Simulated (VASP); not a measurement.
# La (Im-3m) in VASP: a series of runs

Runs on La. Level: LDA. Tasks: relaxation of cell and atoms.

All numbers are computed with VASP 6.6.1; they aren't measurements. Logs are shortened: lines on timing, memory, paths and dates and some standing lists are left out, and cuts for length are marked.

### 1 The cell of the first run

It takes space group Im-3m (No. 229, cubic). Conventional cell: a = 4.210 Å, b = 4.210 Å, c = 4.210 Å, α = 90.00°, β = 90.00°, γ = 90.00°. La (site symmetry m-3m) has 14 La at 3.65 to 4.21 Å within 4.8 Å.

This isn't the form of La at room conditions, which is double hcp.

### 2 Relaxation of cell and atoms, LDA, target pressure 30 GPa, at which the enthalpy is minimised

INCAR reads:

```
SYSTEM = La
PREC = Accurate
ENCUT = 500
EDIFF = 1E-7
ISMEAR = 0
SIGMA = 0.05
LREAL = .FALSE.
LASPH = .TRUE.
NELM = 200
ALGO = Normal
ISIF = 3
LWAVE = .FALSE.
LCHARG = .FALSE.
GGA = CA
IBRION = 2
NSW = 80
EDIFFG = -0.03
PSTRESS = 300.0
GGA_COMPAT = .FALSE.
NELMIN = 4
LMAXMIX = 6
```

KPOINTS reads:

```
regular mesh
0
G
  15 15 15
  0 0 0
```

POSCAR reads:

```
La
1.0
   -2.1050000000      2.1050000000      2.1050000000
    2.1050000000     -2.1050000000      2.1050000000
    2.1050000000      2.1050000000     -2.1050000000
La
1
Direct
    0.0000000000      0.0000000000      0.0000000000
```

Potentials or basis: VASP PAW LDA potentials, release 64 (La).

On the command line:

```console
$ cat potpaw_LDA.64/La/POTCAR > POTCAR
$ mpirun -np 1 vasp_std > vasp.out
```

OUTCAR:

```text
SYSTEM = La
   PREC = Accurate
   ENCUT = 500
   EDIFF = 1E-7
   ISMEAR = 0
   LREAL = .FALSE.
   LASPH = .TRUE.
   NELM = 200
   ISIF = 3
   GGA = CA
   IBRION = 2
   NSW = 80
   EDIFFG = -0.03
   PSTRESS = 300.0
   NELMIN = 4

 ion  position               nearest neighbor table
   1  0.000  0.000  0.000-

  LATTYP: Found a body centered cubic cell.
 ALAT       =     4.2100000000

  Lattice vectors:

 A1 = (  -2.1050000000,   2.1050000000,   2.1050000000)
 A2 = (   2.1050000000,  -2.1050000000,   2.1050000000)
 A3 = (   2.1050000000,   2.1050000000,  -2.1050000000)

Analysis of symmetry for initial positions (statically):
=====================================================================
 Subroutine PRICEL returns:
 Original cell was already a primitive cell.

 Routine SETGRP: Setting up the symmetry group for a
 body centered cubic supercell.

 Subroutine GETGRP returns: Found 48 space group operations
 (whereof 48 operations were pure point group operations)
 out of a pool of 48 trial point group operations.

The static configuration has the point symmetry O_h .

Analysis of symmetry for dynamics (positions and initial velocities):
=====================================================================
 Subroutine PRICEL returns:
 Original cell was already a primitive cell.

 Routine SETGRP: Setting up the symmetry group for a
 body centered cubic supercell.

 Subroutine GETGRP returns: Found 48 space group operations
 (whereof 48 operations were pure point group operations)
 out of a pool of 48 trial point group operations.

The dynamic configuration has the point symmetry O_h .

 Subroutine INISYM returns: Found 48 space group operations
 (whereof 48 operations are pure point group operations),
 and found     1 'primitive' translations

----------------------------------------------------------------------------------------

                                     Primitive cell

  volume of cell :      37.3092

  direct lattice vectors                    reciprocal lattice vectors
    -2.105000000  2.105000000  2.105000000     0.000000000  0.237529691  0.237529691
     2.105000000 -2.105000000  2.105000000     0.237529691  0.000000000  0.237529691
     2.105000000  2.105000000 -2.105000000     0.237529691  0.237529691  0.000000000

  length of vectors
     3.645966950  3.645966950  3.645966950     0.335917711  0.335917711  0.335917711

  position of ions in fractional coordinates (direct lattice)
     0.000000000  0.000000000  0.000000000

  ion indices of the primitive-cell ions
   primitive index   ion index
                 1           1

----------------------------------------------------------------------------------------

 KPOINTS: regular mesh

Automatic generation of k-mesh.
 Grid dimensions read from file:
 generate k-points for:   15   15   15

 Generating k-lattice:

  Cartesian coordinates                     Fractional coordinates (reciprocal lattice)
     0.000000000  0.015835313  0.015835313     0.066666667  0.000000000  0.000000000
     0.015835313  0.000000000  0.015835313     0.000000000  0.066666667  0.000000000
     0.015835313  0.015835313  0.000000000     0.000000000  0.000000000  0.066666667

  Length of vectors
     0.022394514  0.022394514  0.022394514

  Shift w.r.t. Gamma in fractional coordinates (k-lattice)
     0.000000000  0.000000000  0.000000000

 Subroutine IBZKPT returns following result:
 ===========================================

 Found    120 irreducible k-points:

 Following reciprocal coordinates:
            Coordinates               Weight
  0.000000  0.000000  0.000000      1.000000
  0.066667  0.000000  0.000000     12.000000
  0.133333  0.000000  0.000000     12.000000
  0.200000  0.000000  0.000000     12.000000
  0.266667  0.000000  0.000000     12.000000
  0.333333  0.000000  0.000000     12.000000
[... 16 lines left out ...]
  0.333333  0.200000  0.000000     48.000000
  0.400000  0.200000  0.000000     24.000000
 [... further k-points ...]
   k-points           NKPTS =    120   k-points in BZ     NKDIM =    120   number of bands    NBANDS=      9
   number of dos      NEDOS =    301   number of ions     NIONS =      1
   total plane-waves  NPLWV =  21952
   dimension x,y,z NGX =    28 NGY =   28 NGZ =   28
   dimension x,y,z NGXF=    56 NGYF=   56 NGZF=   56
   ions per type =               1
   NGX,Y,Z   is equivalent  to a cutoff of  12.77, 12.77, 12.77 a.u.
   NGXF,Y,Z  is equivalent  to a cutoff of  25.53, 25.53, 25.53 a.u.
 SYSTEM =  La
   PREC   = accura    normal or accurate (medium, high low for compatibility)
   ISTART =      0    job   : 0-new  1-cont  2-samecut
   ICHARG =      2    charge: 1-file 2-atom 10-const
   ISPIN  =      1    spin polarized calculation?
   LNONCOLLINEAR =      F non collinear calculations
   LSORBIT =      F    spin-orbit coupling
   LASPH  =      T    aspherical Exc in radial PAW
   ENCUT  =  500.0 eV  36.75 Ry    6.06 a.u.   6.65  6.65  6.65*2*pi/ulx,y,z
   NELM   =    200;   NELMIN=  4; NELMDL= -5     # of ELM steps
   EDIFF  = 0.1E-06   stopping-criterion for ELM
   LREAL  =      F    real-space projection
   EDIFFG = -.3E-01   stopping-criterion for IOM
   NSW    =     80    number of steps for IOM
   IBRION =      2    ionic relax: 0-MD 1-quasi-New 2-CG
   NFREE  =      1    steps in history (QN), initial steepest desc. (CG)
   ISIF   =      3    stress and relaxation
   ISYM   =      2    0-nonsym 1-usesym 2-fastsym
   POTIM  = 0.5000    time-step for ionic-motion
   TEBEG  =    0.0;   TEEND  =   0.0 temperature during run
   PSTRESS=  300.0 pullay stress
   NELECT =      11.0000    total number of electrons
   NUPDOWN=      -1.0000    fix difference up-down
   EMIN   =  10.00;   EMAX   =-10.00  energy-range for DOS
   EFERMI =   0.00;   METHOD = LEGACY
   ISMEAR =     0;   SIGMA  =   0.05  broadening in eV -4-tet -1-fermi 0-gaus
   EFERMI_NEDOS =   21; number of points for ismear=-14 and -15
   IALGO  =     38    algorithm
   IMIX   =      4    mixing-type and parameters
     AMIX     =   0.40;   BMIX     =  1.00
     AMIX_MAG =   1.60;   BMIX_MAG =  1.00
  volume/ion in A,a.u.               =      37.31       251.78
  Fermi-wavevector in a.u.,A,eV,Ry     =   1.089600  2.059045 16.153210  1.187227
  Thomas-Fermi vector in A             =   2.225806
   LORBIT       =      0    0 simple, 1 ext, 2 COOP (PROOUT), +10 PAW based schemes
   GGA     = CA    functional components
   LHFCALC =     F    Hartree Fock is set to
   AEXX    =    0.0000 exact exchange contribution
   IVDW    =     0    specifies the selected vdW correction
   LEPSILON=     F    determine dielectric tensor
   LRPA    =     F    only Hartree local field effects (RPA)
 conjugate gradient relaxation of ions
 non-spin polarized calculation
 Gauss-broadening in eV      SIGMA  =   0.05
  energy-cutoff  :      500.00
  volume of cell :       37.31
 maximum number of plane-waves:       961
   NGX = 13   NGY = 13   NGZ = 13

--------------------------------------- Ionic step        1  -------------------------------------------

 number of electron      11.0000001 magnetization

 Free energy of the ion-electron system (eV)
  ---------------------------------------------------
  ext. energy  EPLUGINS =         0.00000000
  ---------------------------------------------------
  free energy    TOTEN  =        -5.38511865 eV

  energy without entropy =       -5.37902085  energy(sigma->0) =       -5.38206975

 E-fermi :   7.6063     XC(G=0):  -9.7466

 val. band max:        7.6058676361   @ k =  -0.3333  -0.4000   0.0667
 cond. band min:       7.6091107178   @ k =  -0.4000   0.4000   0.0667
 fundamental gap:      0.0032430817
 Fermi energy:         7.6063160245

 k-point     1 :       0.0000    0.0000    0.0000
  band No.  band energies     occupation
      1     -25.1723      2.00000
      2      -8.1532      2.00000
      3      -8.1532      2.00000
      4      -8.1532      2.00000
      5       4.4073      2.00000
      6       8.9334      0.00000
      7       8.9334      0.00000
      8       8.9335      0.00000
      9       9.0617      0.00000
[... 265 lines left out ...]
 k-point    24 :       0.4000    0.2000    0.0000
  band No.  band energies     occupation
      1     -24.9475      2.00000
      2      -9.3766      2.00000
      3      -8.8043      2.00000
      4      -8.3029      2.00000
      5       6.5449      2.00000
      6       7.5884      1.38727
      7       8.7360      0.00000
      8       9.0406      0.00000
      9       9.2350      0.00000

 [... further k-points ...]

------------------------ aborting loop because EDIFF is reached ----------------------------------------

  FORCE on cell =-STRESS in cart. coord.  units (eV):
  Direction    XX          YY          ZZ          XY          YZ          ZX
  --------------------------------------------------------------------------------------
  -------------------------------------------------------------------------------------
  Total       -0.7718896     -0.7718896     -0.7718896      0.0000000      0.0000000      0.0000000
  in kB      -33.1473989    -33.1473989    -33.1473989      0.0000000      0.0000000      0.0000000
  external PRESSURE =    -333.1473989 kB  Pullay stress =     300.0000000 kB
[... 59 lines left out ...]
  enthalpy is  TOTEN    =        12.2837806812 eV   P V=        1.7116259758

--------------------------------------- Ionic step        3  -------------------------------------------

 number of electron      11.0000000 magnetization

 E-fermi :   9.4907     XC(G=0): -10.5343

 val. band max:        9.4797838348   @ k =   0.2000   0.1333   0.0667
 cond. band min:       9.4986198858   @ k =   0.1333   0.1333   0.1333
 fundamental gap:      0.0188360509
 Fermi energy:         9.4906646938

 k-point     1 :       0.0000    0.0000    0.0000
  band No.  band energies     occupation
      1     -23.0702      2.00000
      2      -5.5452      2.00000
      3      -5.5452      2.00000
      4      -5.5452      2.00000
      5       6.6059      2.00000
      6      11.0766      0.00000
      7      11.0766      0.00000
      8      11.0766      0.00000
      9      11.1818      0.00000
[... 265 lines left out ...]
 k-point    24 :       0.4000    0.2000    0.0000
  band No.  band energies     occupation
      1     -22.6108      2.00000
      2      -7.6030      2.00000
      3      -6.6546      2.00000
      4      -5.8103      2.00000
      5       8.3369      2.00000
      6       9.5275      0.29726
      7      11.0430      0.00000
      8      11.2384      0.00000
      9      11.5792      0.00000

 [... further k-points ...]

------------------------ aborting loop because EDIFF is reached ----------------------------------------

  FORCE on cell =-STRESS in cart. coord.  units (eV):
  Direction    XX          YY          ZZ          XY          YZ          ZX
  --------------------------------------------------------------------------------------
  -------------------------------------------------------------------------------------
  Total        0.4188040      0.4188040      0.4188040      0.0000000     -0.0000000     -0.0000000
  in kB       21.7145593     21.7145593     21.7145593      0.0000000     -0.0000000     -0.0000000
  external PRESSURE =    -278.2854407 kB  Pullay stress =     300.0000000 kB
[... 133 lines left out ...]
  enthalpy is  TOTEN    =        -0.7859109500 eV   P V=        3.9670582895

--------------------------------------- Ionic step        7  -------------------------------------------

 number of electron      10.9999999 magnetization

 Free energy of the ion-electron system (eV)
  ---------------------------------------------------
  ext. energy  EPLUGINS =         0.00000000
  ---------------------------------------------------
  free energy    TOTEN  =        -4.68310480 eV

  energy without entropy =       -4.68056637  energy(sigma->0) =       -4.68183558

 E-fermi :  14.6884     XC(G=0): -12.3630

 val. band max:       14.6793785734   @ k =   0.2000   0.0667   0.0000
 cond. band min:      14.6975068448   @ k =   0.1333   0.1333   0.1333
 fundamental gap:      0.0181282714
 Fermi energy:        14.6884435090

 k-point     1 :       0.0000    0.0000    0.0000
  band No.  band energies     occupation
      1     -18.3892      2.00000
      2       1.5635      2.00000
      3       1.5635      2.00000
      4       1.5635      2.00000
      5      13.8873      2.00000
      6      16.4043      0.00000
      7      16.4043      0.00000
      8      16.4043      0.00000
      9      16.8279      0.00000
[... 265 lines left out ...]
 k-point    24 :       0.4000    0.2000    0.0000
  band No.  band energies     occupation
      1     -16.6968      2.00000
      2      -3.7122      2.00000
      3      -1.4622      2.00000
      4       0.7532      2.00000
      5      13.2433      2.00000
      6      15.0752      0.00000
      7      16.8512      0.00000
      8      16.8691      0.00000
      9      17.7638      0.00000

 [... further k-points ...]

------------------------ aborting loop because EDIFF is reached ----------------------------------------

  FORCE on cell =-STRESS in cart. coord.  units (eV):
  Direction    XX          YY          ZZ          XY          YZ          ZX
  --------------------------------------------------------------------------------------
  -------------------------------------------------------------------------------------
  Total        3.8886262      3.8886262      3.8886262      0.0000000      0.0000000     -0.0000000
  in kB      299.5921525    299.5921525    299.5921525      0.0000000      0.0000000     -0.0000000
  external PRESSURE =      -0.4078475 kB  Pullay stress =     300.0000000 kB
[... 16 lines left out ...]
  FREE ENERGIE OF THE ION-ELECTRON SYSTEM (eV)
  ---------------------------------------------------
  free  energy   TOTEN  =        -4.6831048028 eV

  energy  without entropy=       -4.6805663655  energy(sigma->0) =       -4.68183558

  enthalpy is  TOTEN    =        -0.7891848865 eV   P V=        3.8939199163

 reached required accuracy - stopping structural energy minimisation
```

It took 2 min on 1 thread of Intel Xeon 6975P-C (Granite Rapids), shared host; peak memory 0.24 GiB.

Results:

```yaml
Free_energy: -4.6831 eV
Relaxed_volume: 20.80 Å³/atom
Relaxed_cell: a = 3.001 Å, b = 3.001 Å, c = 3.001 Å, α = 109.47°, β = 109.47°, γ = 109.47°
Space_group_after_relaxing_to_0.1_Å: Im-3m (No. 229)
Energy_change_on_relaxing_the_run_minimises_the_enthalpy: +702.0 meV/atom
Ionic_steps: 7
Pressure_after_relaxing: 30.0 GPa
Band_gap_on_the_k_mesh: zero (an odd number of electrons rules out a gap without spin polarisation)
```

Step by step:
```tsv
step	energy change (eV)	largest force (eV/Å)	pressure (GPa)	volume (Å³)
1	0.0000	0.0000	-3.31	37.31
2	15.9573	0.0000	729.83	9.14
3	-0.0366	0.0000	2.17	30.90
4	0.0566	0.0000	6.71	27.38
5	0.9852	0.0000	40.15	19.48
6	0.6322	0.0000	27.31	21.19
7	0.7020	0.0000	29.96	20.80
```

Final structure:
```yaml
crystal:
  lattice:
    - [-1.73236, 1.73236, 1.73236]
    - [1.73236, -1.73236, 1.73236]
    - [1.73236, 1.73236, -1.73236]
  atoms:
    - { symbol: La, position: [0.00000, 0.00000, 0.00000] }
```

Levels at points of the mesh, in eV from the Fermi level:
```csv
k point,band 4,band 5,band 6,band 7,band 8,band 9
"(0.00, 0.00, 0.00)",-13.12,-0.80,1.72,1.72,1.72,2.14
```

Caveat: the cell is relaxed towards a set pressure, so the run minimises the enthalpy, not the energy; the volume moved by over 15 % at a fixed basis, so the end points are rough; spin-orbit coupling is left out, which moves the levels of the heavy elements.

### 3 Relaxation of cell and atoms, LDA, target pressure 45 GPa, at which the enthalpy is minimised

INCAR reads:

```
PREC = Accurate
ENCUT = 500
EDIFF = 1E-7
ISMEAR = 0
SIGMA = 0.05
LREAL = F
LASPH = T
NELM = 200
ALGO = Normal
ISIF = 3
LWAVE = F
LCHARG = F
IBRION = 2
NSW = 80
EDIFFG = -0.03
PSTRESS = 450.0
GGA_COMPAT = F
NELMIN = 4
LMAXMIX = 6
```

KPOINTS reads:

```
regular mesh
0
Gamma
  15 15 15
```

POSCAR is that of step 2.

Potentials or basis: VASP PAW LDA potentials, release 64 (La).

On the command line:

```console
$ cat potpaw_LDA.64/La/POTCAR > POTCAR
$ mpirun -np 1 vasp_std > vasp.out
```

Wall time 2.7 min (1 thread of Intel Xeon 6975P-C (Granite Rapids), shared host); peak memory 0.31 GiB.

Results (log left out):

```
Free energy                                                : -4.2859 eV
Relaxed volume                                             : 19.05 Å³/atom
Relaxed cell                                               : a = 2.914 Å, b = 2.914 Å, c = 2.914 Å, α = 109.47°, β = 109.47°, γ = 109.47°
Space group after relaxing (to 0.1 Å)                      : Im-3m (No. 229)
Energy change on relaxing (the run minimises the enthalpy) : +1099.2 meV/atom
Ionic steps                                                : 10
Pressure after relaxing                                    : 45.0 GPa
Band gap on the k mesh                                     : zero (an odd number of electrons rules out a gap without spin polarisation)
```

Step by step:
| step | energy change (eV) | largest force (eV/Å) | pressure (GPa) | volume (Å³) |
| --- | --- | --- | --- | --- |
| 1 | 0.0000 | 0.0000 | -3.31 | 37.31 |
| 2 | 120.4325 | 0.0000 | 10197.17 | 3.57 |
| 3 | -0.0427 | 0.0000 | -1.44 | 34.50 |
| 4 | -0.0486 | 0.0000 | 0.72 | 32.23 |
| 5 | 1.5344 | 0.0000 | 64.42 | 17.76 |
| 6 | 0.8334 | 0.0000 | 34.18 | 20.13 |
| 7 | 1.0603 | 0.0000 | 43.35 | 19.19 |
| 8 | 1.1401 | 0.0000 | 46.77 | 18.90 |
| 9 | 1.0028 | 0.0000 | 40.91 | 19.41 |
| 10 | 1.0992 | 0.0000 | 45.00 | 19.05 |

Final structure:
```yaml
crystal:
  lattice:
    - [-1.68237, 1.68237, 1.68237]
    - [1.68237, -1.68237, 1.68237]
    - [1.68237, 1.68237, -1.68237]
  atoms:
    - { symbol: La, position: [0.00000, 0.00000, 0.00000] }
```

Levels at points of the mesh, in eV from the Fermi level:
```tsv
k point	band 2	band 3	band 4	band 5	band 6	band 7	band 8	band 9
(0.00, 0.00, 0.00)	-12.57	-12.57	-12.57	0.08	1.66	1.66	1.66	2.25
```

Caveat: the cell is relaxed towards a set pressure, so the run minimises the enthalpy, not the energy; the volume moved by over 15 % at a fixed basis, so the end points are rough; spin-orbit coupling is left out, which moves the levels of the heavy elements.
